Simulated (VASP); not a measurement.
Write the native input for VASP 6.6.1 that does the following.

```
Task                   : single point
Functional             : PBE
Potentials or basis    : VASP PAW PBE potentials, release 64 (Si, B)
Cutoff                 : 500 eV
k mesh                 : 5 × 5 × 3
Occupations            : gaussian, width 0.2 eV
Spin                   : no spin polarisation
Dipole correction      : no
Further INCAR settings : ALGO = Normal; EDIFF = 1e-06; NBANDS = 18
```

The structure of SiB5 lies in POSCAR:

```
SiB5
1.0
    2.9292079243     -0.0000000024      0.0000000000
   -1.4646039600      2.5367684766      0.0000000000
    0.0000000000      0.0000000000      6.1956777990
Si B
1 5
Direct
    0.0000000000      0.0000000000      0.5000000000
    0.3333333333      0.6666666667      0.7777552554
    0.6666666667      0.3333333333      0.7777552554
    0.6666666667      0.3333333333      0.2222447446
    0.3333333333      0.6666666667      0.2222447446
    0.0000000000      0.0000000000      0.0000000000
```

The cell was generated, and may not be a known phase.

These files were run (other wordings do the same):

INCAR

```
  ALGO = Normal
  EDIFF = 1E-6
  ENCUT = 500
  GGA = PE
  GGA_COMPAT = False
  ISIF = 2
  ISMEAR = 0
  LASPH = True
  LCHARG = False
  LREAL = False
  LWAVE = False
  NBANDS = 18
  NELM = 120
  PREC = Accurate
  SIGMA = 0.2
```

KPOINTS

```
k-points
0
Gamma
  5 5 3
```

Potentials or basis: VASP PAW PBE potentials, release 64 (Si, B).

Command:

```bash
$ cat potpaw_PBE.64/Si/POTCAR potpaw_PBE.64/B/POTCAR > POTCAR
$ mpirun -np 1 vasp_std > vasp.out
```

Results of the run:

* Pressure: 0.4 GPa
* Largest force: 0.004 eV/Å
* Band gap on the k mesh: zero (an odd number of electrons rules out a gap without spin polarisation)

Caveat: the k points lie up to 0.50 Å⁻¹ apart, too coarse for converged energies and pressures of a metal.

Wall time 6.8 s on 1 thread of Intel(R) Xeon(R) Platinum 8375C CPU @ 2.90GHz (Ice Lake), on a shared host, peak memory 0.15 GiB.
